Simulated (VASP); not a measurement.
A run of VASP 6.6.1:

INCAR

```
PREC = Accurate ; ENCUT = 520
EDIFF = 1E-7 ; ISMEAR = 0
SIGMA = 0.05 ; LREAL = F
LASPH = T ; NELM = 60
ALGO = Normal ; ISIF = 2
LWAVE = F ; LCHARG = T
GGA = PE ; IVDW = 12
LELF = T ; LVHAR = T
NBANDS = 35
```

Contents of KPOINTS:

```
regular mesh
0
Gamma
  12 12 4
```

Contents of POSCAR:

```
MoS2
1.0
    3.1493511256      0.0000000000      0.0000000000
   -1.5746755628      2.7274180802      0.0000000000
    0.0000000000      0.0000000000     12.4534765005
Mo S
2 4
Direct
    0.3333333333      0.6666666667      0.2500000000
    0.6666666667      0.3333333333      0.7500000000
    0.3333333333      0.6666666667      0.6204905688
    0.6666666667      0.3333333333      0.1204905688
    0.3333333333      0.6666666667      0.8795094312
    0.6666666667      0.3333333333      0.3795094312
```

Potentials or basis: VASP PAW PBE potentials, release 64 (Mo_sv, S).

Launch:

```bash
$ cat potpaw_PBE.64/Mo_sv/POTCAR potpaw_PBE.64/S/POTCAR > POTCAR
$ mpirun -np 1 vasp_std > vasp.out
```

Hardware: 1 thread of Intel(R) Xeon(R) Platinum 8559C (Emerald Rapids), on a shared host.

Q: How long does it take, and how much memory?

A: Run time: 2.5 min on 1 thread of Intel(R) Xeon(R) Platinum 8559C (Emerald Rapids), on a shared host, peak memory 0.32 GiB. Counts: scf iterations 16, k points 57.
